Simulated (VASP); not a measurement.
Write the native input for VASP 6.6.1 that does the following.

| Item | Value |
| --- | --- |
| Task | relaxation of cell and atoms |
| Functional | LDA |
| Potentials or basis | VASP PAW LDA potentials, release 64 (Ta_pv, O) |
| Cutoff | 600 eV |
| k mesh | 10 × 10 × 10 |
| Occupations | gaussian, width 0.1 eV |
| Spin | collinear spin, ferromagnetic start |
| Starting moments | [0.0, 0.35, 0.35, 0.35] μB |
| Dipole correction | no |
| Further INCAR settings | ALGO = Normal; EDIFF = 1e-06; IBRION = 2; EDIFFG = -0.005; NSW = 70; ISIF = 3 |

The structure of TaO3 lies in POSCAR:

```
TaO3
1.0
    3.9562494449      0.0000000000      0.0000000000
    0.0000000000      3.9562494449      0.0000000000
    0.0000000000      0.0000000000      3.9562494449
Ta O
1 3
Direct
    0.5000000000      0.5000000000      0.5000000000
    0.0000000000      0.5000000000      0.5000000000
    0.5000000000      0.5000000000      0.0000000000
    0.5000000000      0.0000000000      0.5000000000
```

One way to write it, as run:

INCAR

```
SYSTEM = TaO3
ALGO = Normal
EDIFF = 1E-6
EDIFFG = -0.005
ENCUT = 600
GGA = CA
IBRION = 2
ISIF = 3
ISMEAR = 0
ISPIN = 2
LASPH = .True.
LCHARG = .False.
LMAXMIX = 4
LORBIT = 11
LREAL = .False.
LWAVE = .False.
MAGMOM = 0 0.35 0.35 0.35
NELM = 150
NSW = 70
PREC = Accurate
SIGMA = 0.1
```

KPOINTS

```
k-points
0
Gamma
  10 10 10
  0 0 0
```

Potentials or basis: VASP PAW LDA potentials, release 64 (Ta_pv, O).

Run with:

```sh
$ cat potpaw_LDA.64/Ta_pv/POTCAR potpaw_LDA.64/O/POTCAR > POTCAR
$ mpirun -np 1 vasp_std > vasp.out
```

Results of the run:

```json
{"Relaxed volume": "14.85 Å³/atom", "Relaxed cell": "a = 3.901 Å, b = 3.901 Å, c = 3.901 Å, α = 90.00°, β = 90.00°, γ = 90.00°", "Space group after relaxing (to 0.05 Å)": "Pm-3m (No. 221)", "Energy gained by relaxing": "16.6 meV/atom", "Ionic steps": "4", "Pressure after relaxing": "0.0 GPa", "Net moment": "0.36 μB per cell", "Site moments": "Ta -0.03; O +0.11 μB", "Valence electrons inside the program's atomic spheres": "Ta 8.92; O 5.00"}
```

It took 2.9 min on 1 thread of Intel(R) Xeon(R) Platinum 8375C CPU @ 2.90GHz (Ice Lake), on a shared host, peak memory 0.26 GiB.
